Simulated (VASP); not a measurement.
A run of VASP 6.6.1:

Contents of INCAR:

```
  PREC = Accurate
  ENCUT = 520
  EDIFF = 1E-8
  ISMEAR = -1
  SIGMA = 0.05
  LREAL = False
  LASPH = True
  NELM = 80
  ALGO = Normal
  ISIF = 2
  LWAVE = False
  LCHARG = False
  GGA = PS
  LEFG = True
  NBANDS = 18
```

Contents of KPOINTS:

```
regular mesh
0
Gamma
  12 12 12
```

POSCAR

```
GaIr
1.0
    3.0040000000      0.0000000000      0.0000000000
    0.0000000000      3.0040000000      0.0000000000
    0.0000000000      0.0000000000      3.0340400000
Ga Ir
1 1
Direct
    0.0000000000      0.0000000000      0.0000000000
    0.5000000000      0.5000000000      0.5000000000
```

Potentials or basis: VASP PAW PBE potentials, release 64 (Ga_d, Ir).

Run with:

```console
$ cat potpaw_PBE.64/Ga_d/POTCAR potpaw_PBE.64/Ir/POTCAR > POTCAR
$ mpirun -np 1 vasp_std > vasp.out
```

Hardware: 1 thread of Intel Xeon 8259CL, with other jobs on the host.

Question: Estimate the wall time of this run.

Answer: It took 41 s on 1 thread of Intel Xeon 8259CL (shared host), peak memory 0.22 GiB. Counts: scf iterations 14, k points 196.
